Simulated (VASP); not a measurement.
# Sn (Fd-3m) in VASP: notebook

The runs below take Sn through single point, relaxation of cell and atoms, with LDA.

Everything below comes from runs of VASP 6.6.1. Logs are shortened: lines on timing, memory, paths and dates and some standing lists are left out, and cuts for length are marked.

## 1. The cell of the first run

Symmetry: Fd-3m, No. 227, cubic system. The conventional cell has a = 6.476 Å, b = 6.476 Å, c = 6.476 Å, α = 90.00°, β = 90.00°, γ = 90.00°. Within 3.7 Å of Sn (site symmetry -43m) lie 4 Sn at 2.80 Å.

## 2. Single point, LDA

Input file INCAR:

```
SYSTEM = Sn
ALGO     = Normal         ! electronic algorithm
EDIFF    = 1E-7           ! SCF threshold, eV
ENCUT    = 520            ! plane-wave cutoff, eV
ISIF     = 2              ! what is computed and relaxed
ISMEAR   = -1             ! smearing method
LASPH    = .True.         ! aspherical terms in the spheres
LCHARG   = .False.        ! write CHGCAR
LREAL    = .False.        ! projectors in reciprocal space
LWAVE    = .False.        ! write WAVECAR
NBANDS   = 21             ! bands
NELM     = 100            ! most SCF steps
PREC     = Accurate       ! precision mode
SIGMA    = 0.1            ! smearing width, eV
```

Input file KPOINTS:

```
k-points
0
Gamma
  10 10 10
  0 0 0
```

Input file POSCAR:

```
Sn
1.0
    0.0000000000      3.2377673263      3.2377673263
    3.2377673263      0.0000000000      3.2377673263
    3.2377673263      3.2377673263      0.0000000000
Sn
2
Direct
    0.5000000000      0.5000000000      0.5000000000
    0.7500000000      0.7500000000      0.7500000000
```

Potentials or basis: VASP PAW LDA potentials, release 64 (Sn_d).

Run with:

```bash
> cat potpaw_LDA.64/Sn_d/POTCAR > POTCAR
> mpirun -np 1 vasp_std > vasp.out
```

OUTCAR:

```text
SYSTEM = Sn
   EDIFF = 1E-7
   ENCUT = 520
   ISIF = 2
   ISMEAR = -1
   LASPH = .True.
   LREAL = .False.
   NELM = 100
   PREC = Accurate

 ion  position               nearest neighbor table
   1  0.500  0.500  0.500-   2 2.80   2 2.80   2 2.80   2 2.80
   2  0.750  0.750  0.750-   1 2.80   1 2.80   1 2.80   1 2.80

  LATTYP: Found a face centered cubic cell.
 ALAT       =     6.4755346526

  Lattice vectors:

 A1 = (   0.0000000000,   3.2377673263,   3.2377673263)
 A2 = (   3.2377673263,   0.0000000000,   3.2377673263)
 A3 = (   3.2377673263,   3.2377673263,   0.0000000000)

Analysis of symmetry for initial positions (statically):
=====================================================================
 Subroutine PRICEL returns:
 Original cell was already a primitive cell.

 Routine SETGRP: Setting up the symmetry group for a
 face centered cubic supercell.

 Subroutine GETGRP returns: Found 48 space group operations
 (whereof 24 operations were pure point group operations)
 out of a pool of 48 trial point group operations.

The static configuration has the point symmetry T_d .
 The point group associated with its full space group is O_h .

Analysis of symmetry for dynamics (positions and initial velocities):
=====================================================================
 Subroutine PRICEL returns:
 Original cell was already a primitive cell.

 Routine SETGRP: Setting up the symmetry group for a
 face centered cubic supercell.

 Subroutine GETGRP returns: Found 48 space group operations
 (whereof 24 operations were pure point group operations)
 out of a pool of 48 trial point group operations.

The dynamic configuration has the point symmetry T_d .
 The point group associated with its full space group is O_h .

 Subroutine INISYM returns: Found 48 space group operations
 (whereof 24 operations are pure point group operations),
 and found     1 'primitive' translations

----------------------------------------------------------------------------------------

                                     Primitive cell

  volume of cell :      67.8839

  direct lattice vectors                    reciprocal lattice vectors
     0.000000000  3.237767326  3.237767326    -0.154427403  0.154427403  0.154427403
     3.237767326  0.000000000  3.237767326     0.154427403 -0.154427403  0.154427403
     3.237767326  3.237767326  0.000000000     0.154427403  0.154427403 -0.154427403

  length of vectors
     4.578894465  4.578894465  4.578894465     0.267476108  0.267476108  0.267476108

[... 72 lines left out ...]
   ISTART =      0    job   : 0-new  1-cont  2-samecut
   ICHARG =      2    charge: 1-file 2-atom 10-const
   ISPIN  =      1    spin polarized calculation?
   LNONCOLLINEAR =      F non collinear calculations
   LSORBIT =      F    spin-orbit coupling
   LASPH  =      T    aspherical Exc in radial PAW
   ENCUT  =  520.0 eV  38.22 Ry    6.18 a.u.   8.51  8.51  8.51*2*pi/ulx,y,z
   NELM   =    100;   NELMIN=  2; NELMDL= -5     # of ELM steps
   EDIFF  = 0.1E-06   stopping-criterion for ELM
   LREAL  =      F    real-space projection
   EDIFFG = 0.1E-05   stopping-criterion for IOM
   NSW    =      0    number of steps for IOM
   IBRION =     -1    ionic relax: 0-MD 1-quasi-New 2-CG
   NFREE  =      0    steps in history (QN), initial steepest desc. (CG)
   ISIF   =      2    stress and relaxation
   ISYM   =      2    0-nonsym 1-usesym 2-fastsym
   POTIM  = 0.5000    time-step for ionic-motion
   TEBEG  =    0.0;   TEEND  =   0.0 temperature during run
   PSTRESS=    0.0 pullay stress
   NELECT =      28.0000    total number of electrons
   NUPDOWN=      -1.0000    fix difference up-down
   EMIN   =  10.00;   EMAX   =-10.00  energy-range for DOS
   EFERMI =   0.00;   METHOD = LEGACY
   ISMEAR =    -1;   SIGMA  =   0.10  broadening in eV -4-tet -1-fermi 0-gaus
   EFERMI_NEDOS =   21; number of points for ismear=-14 and -15
   IALGO  =     38    algorithm
   IMIX   =      4    mixing-type and parameters
     AMIX     =   0.40;   BMIX     =  1.00
     AMIX_MAG =   1.60;   BMIX_MAG =  1.00
  volume/ion in A,a.u.               =      33.94       229.05
  Fermi-wavevector in a.u.,A,eV,Ry     =   1.218630  2.302877 20.205456  1.485059
  Thomas-Fermi vector in A             =   2.353910
   LORBIT       =      0    0 simple, 1 ext, 2 COOP (PROOUT), +10 PAW based schemes
   GGA     = CA    functional components
   LHFCALC =     F    Hartree Fock is set to
   AEXX    =    0.0000 exact exchange contribution
   IVDW    =     0    specifies the selected vdW correction
   LEPSILON=     F    determine dielectric tensor
   LRPA    =     F    only Hartree local field effects (RPA)
 non-spin polarized calculation
  energy-cutoff  :      520.00
  volume of cell :       67.88
 maximum number of plane-waves:      1850
 NGX is ok and might be reduce to    36
   NGX = 17   NGY = 17   NGZ = 17

 number of electron      28.0000006 magnetization

 Free energy of the ion-electron system (eV)
  ---------------------------------------------------
  ext. energy  EPLUGINS =         0.00000000
  ---------------------------------------------------
  free energy    TOTEN  =        -8.94374498 eV

  energy without entropy =       -8.93703060  energy(sigma->0) =       -8.94038779

 E-fermi :   5.4275     XC(G=0):  -9.2227

 val. band max:        5.4104847638   @ k =   0.4000   0.0000   0.0000
 cond. band min:       5.5210394924   @ k =   0.0000   0.0000   0.0000
 fundamental gap:      0.1105547286
 Fermi energy:         5.4275045578

 k-point     1 :       0.0000    0.0000    0.0000
  band No.  band energies     occupation
      1     -16.1915      2.00000
      2     -16.1915      2.00000
      3     -16.1915      2.00000
      4     -16.1290      2.00000
      5     -16.1290      2.00000
      6     -15.8114      2.00000
[... 565 lines left out ...]
     20      14.6430      0.00000
     21      14.9384      0.00000

 [... further k-points ...]
[... 5 lines left out ...]
  --------------------------------------------------------------------------------------
  -------------------------------------------------------------------------------------
  Total       -0.0031196     -0.0031196     -0.0031196      0.0000000      0.0000000     -0.0000000
  in kB       -0.0736286     -0.0736286     -0.0736286      0.0000000      0.0000000     -0.0000000
  external PRESSURE =      -0.0736286 kB  Pullay stress =       0.0000000 kB

 VOLUME and BASIS-vectors are now :
 -----------------------------------------------------------------------------
  energy-cutoff  :      520.00
  volume of cell :       67.88
      direct lattice vectors                 reciprocal lattice vectors
     0.000000000  3.237767326  3.237767326    -0.154427403  0.154427403  0.154427403
     3.237767326  0.000000000  3.237767326     0.154427403 -0.154427403  0.154427403
     3.237767326  3.237767326  0.000000000     0.154427403  0.154427403 -0.154427403

 POSITION                                       TOTAL-FORCE (eV/Angst)
 -----------------------------------------------------------------------------------
      3.23777      3.23777      3.23777         0.000000      0.000000      0.000000
      4.85665      4.85665      4.85665        -0.000000     -0.000000     -0.000000
 -----------------------------------------------------------------------------------
    total drift:                                0.000000      0.000000      0.000000

  FREE ENERGIE OF THE ION-ELECTRON SYSTEM (eV)
  ---------------------------------------------------
  free  energy   TOTEN  =        -8.9437449784 eV

  energy  without entropy=       -8.9370306030  energy(sigma->0) =       -8.94038779
```

OSZICAR:

```text
N       E                     dE             d eps       ncg     rms          rms(c)
DAV:   1     0.230389445805E+03    0.23039E+03   -0.14886E+04  1999   0.195E+03
DAV:   2     0.166278097406E+02   -0.21376E+03   -0.20929E+03  1979   0.448E+02
DAV:   3    -0.822439544722E+01   -0.24852E+02   -0.24707E+02  2294   0.141E+02
DAV:   4    -0.904349000133E+01   -0.81909E+00   -0.81875E+00  2274   0.291E+01
DAV:   5    -0.907187246842E+01   -0.28382E-01   -0.28382E-01  2874   0.531E+00    0.332E+00
DAV:   6    -0.898561296534E+01    0.86260E-01   -0.38595E-02  2554   0.214E+00    0.188E+00
DAV:   7    -0.894307764546E+01    0.42535E-01   -0.60539E-02  2119   0.216E+00    0.145E-01
DAV:   8    -0.894366142245E+01   -0.58378E-03   -0.55559E-03  2274   0.817E-01    0.521E-02
DAV:   9    -0.894374493439E+01   -0.83512E-04   -0.18162E-04  2569   0.102E-01    0.157E-02
DAV:  10    -0.894374463439E+01    0.30001E-06   -0.12332E-05  2581   0.334E-02    0.375E-03
DAV:  11    -0.894374497834E+01   -0.34395E-06   -0.11272E-06  2069   0.675E-03    0.132E-03
DAV:  12    -0.894374497844E+01   -0.10414E-09   -0.56046E-08  1627   0.197E-03
   1 F= -.89437450E+01 E0= -.89403878E+01  d E =-.671438E-02
```

Run time: 51 s. Hardware: 1 thread of Intel Xeon Platinum 8259CL at 2.50GHz (Skylake/Cascade Lake), shared host; peak memory 0.19 GiB.

Results:

```
Free energy            : -8.9437 eV
Pressure               : 0.0 GPa
Band gap on the k mesh : zero (band 14 reaches 5.52 eV, above the bottom of band 15 at 5.35 eV)
```

Caveat: spin-orbit coupling is left out, which moves the levels of the heavy elements.

## 3. Relaxation of cell and atoms, LDA

This run uses another cell than the first one, of 33.80 Å³/atom, 0.996 times its volume.

Input file INCAR:

```
SYSTEM = Sn
PREC = Accurate ; ENCUT = 600
EDIFF = 1E-6 ; ISMEAR = -1
SIGMA = 0.1 ; LREAL = .FALSE.
LASPH = .TRUE. ; NELM = 60
ALGO = Normal ; ISIF = 3
LWAVE = .FALSE. ; LCHARG = .FALSE.
GGA = CA ; IBRION = 2
NSW = 100 ; EDIFFG = -0.002
```

Input file KPOINTS:

```
regular mesh
0
G
  10 10 10
  0 0 0
```

Input file POSCAR:

```
Sn
1.0
    0.0000000000      3.2333428000      3.2333428000
    3.2333428000      0.0000000000      3.2333428000
    3.2333428000      3.2333428000      0.0000000000
Sn
2
Direct
    0.5000000000      0.5000000000      0.5000000000
    0.7500000000      0.7500000000      0.7500000000
```

Potentials or basis: VASP PAW LDA potentials, release 64 (Sn_d).

Run with:

```bash
> cat potpaw_LDA.64/Sn_d/POTCAR > POTCAR
> mpirun -np 1 vasp_std > vasp.out
```

OUTCAR:

```text
SYSTEM = Sn
   PREC = Accurate
   ENCUT = 600
   EDIFF = 1E-6
   ISMEAR = -1
   LREAL = .FALSE.
   LASPH = .TRUE.
   NELM = 60
   ISIF = 3
   GGA = CA
   IBRION = 2
   NSW = 100
   EDIFFG = -0.002

 ion  position               nearest neighbor table
   1  0.500  0.500  0.500-   2 2.80   2 2.80   2 2.80   2 2.80
   2  0.750  0.750  0.750-   1 2.80   1 2.80   1 2.80   1 2.80

  LATTYP: Found a face centered cubic cell.
 ALAT       =     6.4666856000

  Lattice vectors:

 A1 = (   0.0000000000,   3.2333428000,   3.2333428000)
 A2 = (   3.2333428000,   0.0000000000,   3.2333428000)
 A3 = (   3.2333428000,   3.2333428000,   0.0000000000)

Analysis of symmetry for initial positions (statically):
=====================================================================
 Subroutine PRICEL returns:
 Original cell was already a primitive cell.

 Routine SETGRP: Setting up the symmetry group for a
 face centered cubic supercell.

 Subroutine GETGRP returns: Found 48 space group operations
 (whereof 24 operations were pure point group operations)
 out of a pool of 48 trial point group operations.

The static configuration has the point symmetry T_d .
 The point group associated with its full space group is O_h .

Analysis of symmetry for dynamics (positions and initial velocities):
=====================================================================
 Subroutine PRICEL returns:
 Original cell was already a primitive cell.

 Routine SETGRP: Setting up the symmetry group for a
 face centered cubic supercell.

 Subroutine GETGRP returns: Found 48 space group operations
 (whereof 24 operations were pure point group operations)
 out of a pool of 48 trial point group operations.

The dynamic configuration has the point symmetry T_d .
 The point group associated with its full space group is O_h .

 Subroutine INISYM returns: Found 48 space group operations
 (whereof 24 operations are pure point group operations),
[... 119 lines left out ...]
  Thomas-Fermi vector in A             =   2.355520
   LORBIT       =      0    0 simple, 1 ext, 2 COOP (PROOUT), +10 PAW based schemes
   GGA     = CA    functional components
   LHFCALC =     F    Hartree Fock is set to
   AEXX    =    0.0000 exact exchange contribution
   IVDW    =     0    specifies the selected vdW correction
   LEPSILON=     F    determine dielectric tensor
   LRPA    =     F    only Hartree local field effects (RPA)
 conjugate gradient relaxation of ions
 non-spin polarized calculation
  energy-cutoff  :      600.00
  volume of cell :       67.61
 maximum number of plane-waves:      2279
 NGX is ok and might be reduce to    40
   NGX = 19   NGY = 19   NGZ = 19

--------------------------------------- Ionic step        1  -------------------------------------------

 number of electron      28.0000005 magnetization

 Free energy of the ion-electron system (eV)
  ---------------------------------------------------
  ext. energy  EPLUGINS =         0.00000000
  ---------------------------------------------------
  free energy    TOTEN  =        -8.94366394 eV

  energy without entropy =       -8.93704122  energy(sigma->0) =       -8.94035258

------------------------ aborting loop because EDIFF is reached ----------------------------------------

  FORCE on cell =-STRESS in cart. coord.  units (eV):
  Direction    XX          YY          ZZ          XY          YZ          ZX
  --------------------------------------------------------------------------------------
  -------------------------------------------------------------------------------------
  Total        0.0913759      0.0913759      0.0913759     -0.0000000      0.0000000     -0.0000000
  in kB        2.1654935      2.1654935      2.1654935     -0.0000000      0.0000000     -0.0000000
  external PRESSURE =       2.1654935 kB  Pullay stress =       0.0000000 kB
[... 275 lines left out ...]
--------------------------------------- Ionic step        9  -------------------------------------------

 number of electron      28.0000005 magnetization

 Free energy of the ion-electron system (eV)
  ---------------------------------------------------
  ext. energy  EPLUGINS =         0.00000000
  ---------------------------------------------------
  free energy    TOTEN  =        -8.94389985 eV

  energy without entropy =       -8.93716142  energy(sigma->0) =       -8.94053063

 E-fermi :   5.4154     XC(G=0):  -9.2181

 val. band max:        5.3969111642   @ k =   0.4000   0.0000   0.0000
 cond. band min:       5.5096266925   @ k =   0.0000   0.0000   0.0000
 fundamental gap:      0.1127155284
 Fermi energy:         5.4154413146

 k-point     1 :       0.0000    0.0000    0.0000
  band No.  band energies     occupation
      1     -16.2008      2.00000
      2     -16.2008      2.00000
      3     -16.2008      2.00000
      4     -16.1384      2.00000
      5     -16.1384      2.00000
      6     -15.8217      2.00000
[... 481 lines left out ...]
      5     -16.0142      2.00000
      6     -15.9848      2.00000
[... 10 lines left out ...]
     17      10.8519      0.00000
     18      11.3497      0.00000

 [... further k-points ...]
[... 5 lines left out ...]
  --------------------------------------------------------------------------------------
  -------------------------------------------------------------------------------------
  Total        0.0038814      0.0038814      0.0038814      0.0000000      0.0000000      0.0000000
  in kB        0.0915126      0.0915126      0.0915126      0.0000000      0.0000000      0.0000000
  external PRESSURE =       0.0915126 kB  Pullay stress =       0.0000000 kB
[... 17 lines left out ...]
  FREE ENERGIE OF THE ION-ELECTRON SYSTEM (eV)
  ---------------------------------------------------
  free  energy   TOTEN  =        -8.9438998465 eV

  energy  without entropy=       -8.9371614203  energy(sigma->0) =       -8.94053063

 reached required accuracy - stopping structural energy minimisation
```

OSZICAR:

```text
N       E                     dE             d eps       ncg     rms          rms(c)
DAV:   1     0.218153143146E+03    0.21815E+03   -0.16629E+04  1692   0.248E+03
DAV:   2     0.117933932355E+02   -0.20636E+03   -0.20393E+03  1692   0.464E+02
DAV:   3    -0.840890767033E+01   -0.20202E+02   -0.20096E+02  1900   0.152E+02
[... 49 lines left out ...]
DAV:   3    -0.894389956085E+01    0.64389E-06   -0.15854E-06   864   0.229E-02
   8 F= -.89438996E+01 E0= -.89405297E+01  d E =0.504975E-06
       N       E                     dE             d eps       ncg     rms          rms(c)
DAV:   1    -0.894390129362E+01   -0.10889E-05   -0.31672E-05  1910   0.966E-02    0.658E-03
DAV:   2    -0.894390008184E+01    0.12118E-05   -0.21076E-06   882   0.271E-02    0.287E-03
DAV:   3    -0.894389984653E+01    0.23532E-06   -0.10761E-06   846   0.159E-02
   9 F= -.89438998E+01 E0= -.89405306E+01  d E =0.219300E-06
```

CONTCAR:

```text
Sn
   1.00000000000000
    -0.0000000000000000    3.2389020801754125    3.2389020801754125
     3.2389020801754125    0.0000000000000000    3.2389020801754125
     3.2389020801754125    3.2389020801754125   -0.0000000000000000
  Sn
     2
Direct
     0.5000000000000000    0.5000000000000000    0.5000000000000000
     0.7500000000000000    0.7500000000000000    0.7500000000000000

  0.00000000E+00  0.00000000E+00  0.00000000E+00
  0.00000000E+00  0.00000000E+00  0.00000000E+00
```

It took 3.3 min on 1 thread of Intel Xeon Platinum 8259CL at 2.50GHz (Skylake/Cascade Lake), shared host; peak memory 0.22 GiB.

What came out:

```
Free energy                            : -8.9439 eV
Relaxed volume                         : 33.98 Å³/atom
Relaxed cell                           : a = 4.580 Å, b = 4.580 Å, c = 4.580 Å, α = 60.00°, β = 60.00°, γ = 60.00°
Space group after relaxing (to 0.05 Å) : Fd-3m (No. 227)
Energy gained by relaxing              : 0.1 meV/atom
Ionic steps                            : 9
Pressure after relaxing                : 0.0 GPa
Band gap on the k mesh                 : zero (band 14 reaches 5.51 eV, above the bottom of band 15 at 5.33 eV)
```

The path:
| step | energy change (eV) | largest force (eV/Å) | pressure (GPa) | volume (Å³) |
| --- | --- | --- | --- | --- |
| 1 | 0.0000 | 0.0000 | 0.22 | 67.61 |
| 2 | -0.0002 | 0.0000 | -0.09 | 68.05 |
| 3 | -0.0002 | 0.0000 | 0.03 | 67.94 |
| 4 | -0.0002 | 0.0000 | -0.02 | 67.97 |
| 5 | -0.0002 | 0.0000 | -0.01 | 67.96 |
| 6 | -0.0002 | 0.0000 | 0.02 | 67.95 |
| 7 | -0.0002 | 0.0000 | 0.02 | 67.95 |
| 8 | -0.0002 | 0.0000 | -0.03 | 67.96 |
| 9 | -0.0002 | 0.0000 | 0.01 | 67.96 |

Final structure:
```yaml
crystal:
  lattice:
    - [0.00000, 3.23890, 3.23890]
    - [3.23890, 0.00000, 3.23890]
    - [3.23890, 3.23890, 0.00000]
  atoms:
    - { symbol: Sn, position: [0.50000, 0.50000, 0.50000] }
    - { symbol: Sn, position: [0.75000, 0.75000, 0.75000] }
```

Caveat: spin-orbit coupling is left out, which moves the levels of the heavy elements.
